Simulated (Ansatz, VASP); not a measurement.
Al5BAs6: VASP beside Ansatz

```
CELL_PARAMETERS angstrom
6.81295 0.00000 0.00000
-3.40648 5.90019 0.00000
0.00000 0.00000 6.46918
ATOMIC_POSITIONS crystal
Al 0.66667 0.33333 0.00192
Al 0.33333 0.66667 0.00192
Al 0.00000 0.31991 0.50053
Al 0.68009 0.68009 0.50053
Al 0.31991 0.00000 0.50053
B 0.00000 0.00000 0.99847
As 0.66667 0.33333 0.38399
As 0.33333 0.66667 0.38399
As 0.00000 0.00000 0.32811
As 0.00000 0.29425 0.88533
As 0.70575 0.70575 0.88533
As 0.29425 0.00000 0.88533
```

Alike in both runs: task single point; functional r2SCAN; k mesh 6 × 6 × 4; occupations gaussian, width 0.02 eV; no spin polarisation.

|  | VASP | Ansatz |
| --- | --- | --- |
| version | VASP 6.6.1 | Ansatz 0.2.0 |
| potentials or method | VASP PAW PBE potentials, release 64 (Al, B, As), cutoff 520 eV | scalar-relativistic, plane waves, PAW |
| valence electrons in the cell | 48 | 108 |

```tsv
	VASP	Ansatz	Ansatz less VASP
gap on the k mesh at the Fermi level (eV)	1.50	1.51	+0.005
least direct gap on the mesh (eV)	1.73	1.73	+0.006
pressure (GPa)	-1.9	-1.8	+0.03
rms of the force components (eV/Å)	0.050	0.046	-0.0047
```

VASP's potentials were made for PBE, not for r2SCAN. Atom by atom the forces differ by 0.005 eV/Å (rms over components). With one functional, cell and mesh, what is left measures potentials, basis and numerics. VASP's potentials hold 48 valence electrons a cell and Ansatz's 108, so a difference there can come from the potentials and not from the codes.
